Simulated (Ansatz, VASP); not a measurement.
## Two plane-wave programs on ScB2P3

```
CELL_PARAMETERS angstrom
2.37722 1.37249 4.54987
-2.37722 1.37249 4.54987
0.00000 -2.74498 4.54987
ATOMIC_POSITIONS crystal
Sc 0.50000 0.50000 0.50000
B 0.21687 0.21687 0.21687
B 0.78313 0.78313 0.78313
P 0.00000 0.50000 0.50000
P 0.50000 0.50000 0.00000
P 0.50000 0.00000 0.50000
```

Change from the starting cell: species swapped into the Y2NiRu3 type (R-3m, No. 166).

Alike in both runs: functional PBE; k mesh 4 × 4 × 4; occupations gaussian, width 0.2 eV; no spin polarisation.

Ansatz relaxed the structure, and its values are those at the end. VASP's run is a single point on that final structure, the one shown.

|  | VASP | Ansatz |
| --- | --- | --- |
| version | VASP 6.6.1 | Ansatz 0.2.0 |
| potentials or method | VASP PAW PBE potentials, release 64 (Sc_sv, B, P), cutoff 500 eV | scalar-relativistic, plane waves, PAW |
| valence electrons in the cell | 32 | 32 |

Ansatz gave:

```
gap on the k mesh at the Fermi level (eV) : none
pressure (GPa)                            : 0.1
rms of the force components (eV/Å)        : 0.006
```

Q: Which values does VASP return?

A: gap on the k mesh at the Fermi level (eV): none; pressure (GPa): 0.0; rms of the force components (eV/Å): 0.001.

A gap of «none» marks a metal or a gap that the smearing closes.

The k mesh is coarse, so the values compare programs but aren't converged.
